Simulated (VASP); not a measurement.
# WSe2 (P6_3/mmc) in VASP: further runs

Runs on WSe2. Level: PBE+D3(BJ). Tasks: single point, relaxation of cell and atoms.

Everything below comes from runs of VASP 6.6.1. Logs are shortened: lines on timing, memory, paths and dates and some standing lists are left out, and cuts for length are marked.

**The experiment to reproduce.**

From “Time-resolved XUV ARPES with tunable 24–33 eV laser pulses at 30 meV resolution”, 2019, pmc:6684652, for a bulk crystal of WSe2: band gap 1.3 eV (indirect).

How close the calculation comes is told below.

## (1) The cell of the first run

The structure is hexagonal, space group P6_3/mmc (No. 194). The conventional cell has a = 3.279 Å, b = 3.279 Å, c = 12.788 Å, α = 90.00°, β = 90.00°, γ = 120.00°. Within 3.3 Å of W (site symmetry -6m2) lie 6 Se at 2.53 Å and 6 W at 3.28 Å. Se (site symmetry 3m) has 3 W at 2.53 Å and 6 Se at 3.28 Å within 3.3 Å.

## (2) Single point, PBE+D3(BJ)

Contents of INCAR:

```
ALGO = Normal
EDIFF = 1E-7
ENCUT = 520
GGA = PE
ISIF = 2
ISMEAR = 0
IVDW = 12
LASPH = T
LCHARG = T
LELF = T
LREAL = F
LVHAR = T
LWAVE = F
NBANDS = 35
NELM = 60
PREC = Accurate
SIGMA = 0.02
```

Contents of KPOINTS:

```
k-points
0
Gamma
  9 9 2
```

Contents of POSCAR:

```
WSe2
1.0
    3.2790216120      0.0000000000      0.0000000000
   -1.6395108060      2.8397160156      0.0000000000
    0.0000000000      0.0000000000     12.7878977408
W Se
2 4
Direct
    0.3333333333      0.6666666667      0.2500000000
    0.6666666667      0.3333333333      0.7500000000
    0.3333333333      0.6666666667      0.6182859526
    0.6666666667      0.3333333333      0.1182859526
    0.3333333333      0.6666666667      0.8817140474
    0.6666666667      0.3333333333      0.3817140474
```

Potentials or basis: VASP PAW PBE potentials, release 64 (W_sv, Se).

Launch:

```
cat potpaw_PBE.64/W_sv/POTCAR potpaw_PBE.64/Se/POTCAR > POTCAR
mpirun -np 1 vasp_std > vasp.out
```

OUTCAR:

```text
EDIFF = 1E-7
   ENCUT = 520
   GGA = PE
   ISIF = 2
   ISMEAR = 0
   IVDW = 12
   LASPH = T
   LREAL = F
   NELM = 60
   PREC = Accurate
 IVDW          = 12

 ion  position               nearest neighbor table
   1  0.333  0.667  0.250-   4 2.53   6 2.53   4 2.53   6 2.53   4 2.53   6 2.53
   2  0.667  0.333  0.750-   3 2.53   5 2.53   3 2.53   5 2.53   3 2.53   5 2.53
   3  0.333  0.667  0.618-   2 2.53   2 2.53   2 2.53
   4  0.667  0.333  0.118-   1 2.53   1 2.53   1 2.53
   5  0.333  0.667  0.882-   2 2.53   2 2.53   2 2.53
   6  0.667  0.333  0.382-   1 2.53   1 2.53   1 2.53

  LATTYP: Found a hexagonal cell.
 ALAT       =     3.2790216120
 C/A-ratio  =     3.8999126123

  Lattice vectors:

 A1 = (   3.2790216120,   0.0000000000,   0.0000000000)
 A2 = (  -1.6395108060,   2.8397160156,   0.0000000000)
 A3 = (   0.0000000000,   0.0000000000,  12.7878977408)

Analysis of symmetry for initial positions (statically):
=====================================================================
 Subroutine PRICEL returns:
 Original cell was already a primitive cell.

 Routine SETGRP: Setting up the symmetry group for a
 hexagonal supercell.

 Subroutine GETGRP returns: Found 24 space group operations
 (whereof 12 operations were pure point group operations)
 out of a pool of 24 trial point group operations.

The static configuration has the point symmetry D_3d.
 The point group associated with its full space group is D_6h.

Analysis of symmetry for dynamics (positions and initial velocities):
=====================================================================
 Subroutine PRICEL returns:
 Original cell was already a primitive cell.

 Routine SETGRP: Setting up the symmetry group for a
 hexagonal supercell.

 Subroutine GETGRP returns: Found 24 space group operations
 (whereof 12 operations were pure point group operations)
 out of a pool of 24 trial point group operations.

The dynamic configuration has the point symmetry D_3d.
 The point group associated with its full space group is D_6h.

 Subroutine INISYM returns: Found 24 space group operations
 (whereof 12 operations are pure point group operations),
 and found     1 'primitive' translations

----------------------------------------------------------------------------------------

                                     Primitive cell

  volume of cell :     119.0744

  direct lattice vectors                    reciprocal lattice vectors
     3.279021612  0.000000000  0.000000000     0.304969018  0.176073944  0.000000000
    -1.639510806  2.839716016  0.000000000     0.000000000  0.352147889  0.000000000
     0.000000000  0.000000000 12.787897741     0.000000000  0.000000000  0.078198936

  length of vectors
     3.279021612  3.279021612 12.787897741     0.352147889  0.352147889  0.078198936

  position of ions in fractional coordinates (direct lattice)
     0.333333333  0.666666667  0.250000000
     0.666666667  0.333333333  0.750000000
     0.333333333  0.666666667  0.618285953
     0.666666667  0.333333333  0.118285953
     0.333333333  0.666666667  0.881714047
     0.666666667  0.333333333  0.381714047

  ion indices of the primitive-cell ions
   primitive index   ion index
                 1           1
                 2           2
                 3           3
                 4           4
                 5           5
                 6           6

----------------------------------------------------------------------------------------

 KPOINTS: k-points

Automatic generation of k-mesh.
 Grid dimensions read from file:
 generate k-points for:    9    9    2

 Generating k-lattice:

  Cartesian coordinates                     Fractional coordinates (reciprocal lattice)
     0.033885446  0.019563772  0.000000000     0.111111111  0.000000000  0.000000000
     0.000000000  0.039127543  0.000000000     0.000000000  0.111111111  0.000000000
     0.000000000  0.000000000  0.039099468     0.000000000  0.000000000  0.500000000

  Length of vectors
     0.039127543  0.039127543  0.039099468

  Shift w.r.t. Gamma in fractional coordinates (k-lattice)
     0.000000000  0.000000000  0.000000000

 Subroutine IBZKPT returns following result:
 ===========================================

 Found     24 irreducible k-points:

 Following reciprocal coordinates:
            Coordinates               Weight
  0.000000  0.000000  0.000000      1.000000
  0.111111  0.000000  0.000000      6.000000
  0.222222 -0.000000  0.000000      6.000000
  0.333333  0.000000  0.000000      6.000000
  0.444444 -0.000000  0.000000      6.000000
  0.111111  0.111111  0.000000      6.000000
[... 16 lines left out ...]
  0.333333  0.222222  0.500000     12.000000
  0.333333  0.333333  0.500000      2.000000
   k-points           NKPTS =     24   k-points in BZ     NKDIM =     24   number of bands    NBANDS=     35
   number of dos      NEDOS =    301   number of ions     NIONS =      6
   total plane-waves  NPLWV =  55296
   dimension x,y,z NGX =    24 NGY =   24 NGZ =   96
   dimension x,y,z NGXF=    48 NGYF=   48 NGZF=  192
   ions per type =               2   4
   NGX,Y,Z   is equivalent  to a cutoff of  12.17, 12.17, 12.48 a.u.
   NGXF,Y,Z  is equivalent  to a cutoff of  24.34, 24.34, 24.96 a.u.
 SYSTEM =  unknown system
   PREC   = accura    normal or accurate (medium, high low for compatibility)
   ISTART =      0    job   : 0-new  1-cont  2-samecut
   ICHARG =      2    charge: 1-file 2-atom 10-const
   ISPIN  =      1    spin polarized calculation?
   LNONCOLLINEAR =      F non collinear calculations
   LSORBIT =      F    spin-orbit coupling
   LASPH  =      T    aspherical Exc in radial PAW
   ENCUT  =  520.0 eV  38.22 Ry    6.18 a.u.   6.10  6.10 23.78*2*pi/ulx,y,z
   NELM   =     60;   NELMIN=  2; NELMDL= -5     # of ELM steps
   EDIFF  = 0.1E-06   stopping-criterion for ELM
   LREAL  =      F    real-space projection
   EDIFFG = 0.1E-05   stopping-criterion for IOM
   NSW    =      0    number of steps for IOM
   IBRION =     -1    ionic relax: 0-MD 1-quasi-New 2-CG
   NFREE  =      0    steps in history (QN), initial steepest desc. (CG)
   ISIF   =      2    stress and relaxation
   ISYM   =      2    0-nonsym 1-usesym 2-fastsym
   POTIM  = 0.5000    time-step for ionic-motion
   TEBEG  =    0.0;   TEEND  =   0.0 temperature during run
   PSTRESS=    0.0 pullay stress
   NELECT =      52.0000    total number of electrons
   NUPDOWN=      -1.0000    fix difference up-down
   EMIN   =  10.00;   EMAX   =-10.00  energy-range for DOS
   EFERMI =   0.00;   METHOD = LEGACY
   ISMEAR =     0;   SIGMA  =   0.02  broadening in eV -4-tet -1-fermi 0-gaus
   EFERMI_NEDOS =   21; number of points for ismear=-14 and -15
   IALGO  =     38    algorithm
   IMIX   =      4    mixing-type and parameters
     AMIX     =   0.40;   BMIX     =  1.00
     AMIX_MAG =   1.60;   BMIX_MAG =  1.00
  volume/ion in A,a.u.               =      19.85       133.93
  Fermi-wavevector in a.u.,A,eV,Ry     =   1.242043  2.347120 20.989298  1.542670
  Thomas-Fermi vector in A             =   2.376414
   LORBIT       =      0    0 simple, 1 ext, 2 COOP (PROOUT), +10 PAW based schemes
   GGA     = PE    functional components
   LHFCALC =     F    Hartree Fock is set to
   AEXX    =    0.0000 exact exchange contribution
   IVDW    =    12    specifies the selected vdW correction
   LEPSILON=     F    determine dielectric tensor
   LRPA    =     F    only Hartree local field effects (RPA)
 non-spin polarized calculation
 Gauss-broadening in eV      SIGMA  =   0.02
  energy-cutoff  :      520.00
  volume of cell :      119.07
 maximum number of plane-waves:      3246
   NGX = 13   NGY = 13   NGZ = 47

 number of electron      51.9999988 magnetization

 Free energy of the ion-electron system (eV)
  ---------------------------------------------------
  ext. energy  EPLUGINS =         0.00000000
  ---------------------------------------------------
  free energy    TOTEN  =       -43.07734195 eV

  energy without entropy =      -43.07734195  energy(sigma->0) =      -43.07734195

 E-fermi :   6.7120     XC(G=0): -10.8977

 val. band max:        6.5251543474   @ k =   0.0000   0.0000   0.0000
 cond. band min:       7.5175019735   @ k =   0.2222   0.1111   0.0000
 fundamental gap:      0.9923476261
 Fermi energy:         6.7119690816

 k-point     1 :       0.0000    0.0000    0.0000
  band No.  band energies     occupation
      1     -67.8182      2.00000
      2     -67.8182      2.00000
      3     -32.0690      2.00000
      4     -32.0690      2.00000
      5     -31.9318      2.00000
      6     -31.9318      2.00000
[... 27 lines left out ...]
     34       9.4669      0.00000
     35      11.0797      0.00000

 k-point     2 :       0.1111    0.0000    0.0000
  band No.  band energies     occupation
      1     -67.8170      2.00000
      2     -67.8170      2.00000
      3     -32.0636      2.00000
      4     -32.0636      2.00000
      5     -31.9602      2.00000
      6     -31.9602      2.00000
[... 27 lines left out ...]
     34       9.5668      0.00000
     35      12.0354      0.00000

 k-point     3 :       0.2222   -0.0000    0.0000
  band No.  band energies     occupation
      1     -67.8138      2.00000
      2     -67.8138      2.00000
      3     -32.0499      2.00000
      4     -32.0499      2.00000
      5     -32.0316      2.00000
      6     -32.0316      2.00000
[... 27 lines left out ...]
     34      10.2104      0.00000
     35      12.8754      0.00000
[... 723 lines left out ...]
 k-point    23 :       0.3333    0.2222    0.5000
  band No.  band energies     occupation
      1     -67.8067      2.00000
      2     -67.8067      2.00000
      3     -32.1349      2.00000
      4     -32.1349      2.00000
      5     -32.0445      2.00000
      6     -32.0445      2.00000
[... 27 lines left out ...]
     34      10.7673      0.00000
     35      12.1919      0.00000

 k-point    24 :       0.3333    0.3333    0.5000
  band No.  band energies     occupation
      1     -67.8061      2.00000
      2     -67.8061      2.00000
      3     -32.1104      2.00000
      4     -32.1104      2.00000
      5     -32.0864      2.00000
      6     -32.0864      2.00000
[... 27 lines left out ...]
     34      10.8500      0.00000
     35      12.7449      0.00000

------------------------ aborting loop because EDIFF is reached ----------------------------------------

 Edisp (eV)   -2.85302

 E8    (eV) :    -1.2725

  FORCE on cell =-STRESS in cart. coord.  units (eV):
  Direction    XX          YY          ZZ          XY          YZ          ZX
  --------------------------------------------------------------------------------------
  -------------------------------------------------------------------------------------
  Total       0.20807     0.20807     0.30585    -0.00000     0.00000    -0.00000
  in kB       2.79958     2.79958     4.11523    -0.00000     0.00000    -0.00000
  external pressure =        3.24 kB  Pullay stress =        0.00 kB

 VOLUME and BASIS-vectors are now :
 -----------------------------------------------------------------------------
  energy-cutoff  :      520.00
  volume of cell :      119.07
      direct lattice vectors                 reciprocal lattice vectors
     3.279021612  0.000000000  0.000000000     0.304969018  0.176073944  0.000000000
    -1.639510806  2.839716016  0.000000000     0.000000000  0.352147889  0.000000000
     0.000000000  0.000000000 12.787897741     0.000000000  0.000000000  0.078198936

 POSITION                                       TOTAL-FORCE (eV/Angst)
 -----------------------------------------------------------------------------------
     -0.00000      1.89314      3.19697         0.000000     -0.000000      0.000000
      1.63951      0.94657      9.59092        -0.000000      0.000000      0.000000
     -0.00000      1.89314      7.90658        -0.000000     -0.000000     -0.047322
      1.63951      0.94657      1.51263         0.000000     -0.000000     -0.047322
     -0.00000      1.89314     11.27527        -0.000000      0.000000      0.047322
      1.63951      0.94657      4.88132        -0.000000      0.000000      0.047322
 -----------------------------------------------------------------------------------
    total drift:                               -0.000000      0.000000     -0.000000

  FREE ENERGIE OF THE ION-ELECTRON SYSTEM (eV)
  ---------------------------------------------------
  free  energy   TOTEN  =       -45.9303577140 eV

  energy  without entropy=      -45.9303577140  energy(sigma->0) =      -45.93035771
```

It took 88 s on 1 thread of Intel Xeon Platinum 8259CL at 2.50GHz (Skylake/Cascade Lake), shared host; peak memory 0.27 GiB.

Results:

| Item | Value |
| --- | --- |
| Free energy | -45.9304 eV |
| Pressure | 0.3 GPa |
| Largest force | 0.047 eV/Å |
| Band gap on the k mesh | 0.99 eV, indirect (least direct gap 1.56 eV) |
| Dispersion energy per atom | -0.476 eV |

Forces on the atoms (eV/Å):
```
W    0.000  0.000  0.000
W    0.000  0.000  0.000
Se   0.000  0.000 -0.047
Se   0.000  0.000 -0.047
Se   0.000  0.000  0.047
Se   0.000  0.000  0.047
```

Stress tensor (GPa, compression positive):
```
0.28 0.00 0.00
0.00 0.28 0.00
0.00 0.00 0.41
```

Levels at points of the mesh, in eV from the valence-band top:
| k point | band 24 | band 25 | band 26 | band 27 | band 28 | band 29 |
| --- | --- | --- | --- | --- | --- | --- |
| (0.00, 0.00, 0.00) | -1.20 | -0.96 | 0.00 | 2.63 | 2.63 | 2.68 |
| (0.00, 0.00, 0.50) | -1.50 | -0.20 | -0.20 | 2.63 | 2.63 | 2.63 |

Caveat: spin-orbit coupling is left out, which moves the levels of the heavy elements.

## (3) Single point, PBE+D3(BJ)

INCAR is that of step 2.

KPOINTS is that of step 2.

Contents of POSCAR:

```
WSe2
1.0
    3.2790216244      0.0000000000      0.0000000000
   -1.6395108122      2.8397160263      0.0000000000
    0.0000000000      0.0000000000     12.7878979058
W Se
2 4
Direct
    0.3333333333      0.6666666667      0.2500000000
    0.6666666667      0.3333333333      0.7500000000
    0.3333333333      0.6666666667      0.6182859544
    0.6666666667      0.3333333333      0.1182859544
    0.3333333333      0.6666666667      0.8817140456
    0.6666666667      0.3333333333      0.3817140456
```

Potentials or basis: VASP PAW PBE potentials, release 64 (W_sv, Se).

Launch:

```
cat potpaw_PBE.64/W_sv/POTCAR potpaw_PBE.64/Se/POTCAR > POTCAR
mpirun -np 1 vasp_std > vasp.out
```

Run time: 2.7 min. Hardware: 1 thread of AMD EPYC 7R43 (Zen 3), shared host; peak memory 0.23 GiB.

Results (log left out):

```yaml
Free_energy: -45.9304 eV
Pressure: 0.3 GPa
Largest_force: 0.047 eV/Å
Band_gap_on_the_k_mesh: 0.99 eV, indirect (least direct gap 1.56 eV)
Dispersion_energy_per_atom: -0.476 eV
```

Forces on the atoms (eV/Å):
```
W    0.000  0.000  0.000
W    0.000  0.000  0.000
Se   0.000  0.000 -0.047
Se   0.000  0.000 -0.047
Se   0.000  0.000  0.047
Se   0.000  0.000  0.047
```

Stress tensor (GPa, compression positive):
```
0.28 0.00 0.00
0.00 0.28 0.00
0.00 0.00 0.41
```

Levels at points of the mesh, in eV from the valence-band top:
| k point | band 24 | band 25 | band 26 | band 27 | band 28 | band 29 |
| --- | --- | --- | --- | --- | --- | --- |
| (0.00, 0.00, 0.00) | -1.20 | -0.96 | 0.00 | 2.63 | 2.63 | 2.68 |
| (0.00, 0.00, 0.50) | -1.50 | -0.20 | -0.20 | 2.63 | 2.63 | 2.63 |

Caveat: spin-orbit coupling is left out, which moves the levels of the heavy elements.

[end of part 1 of 2]
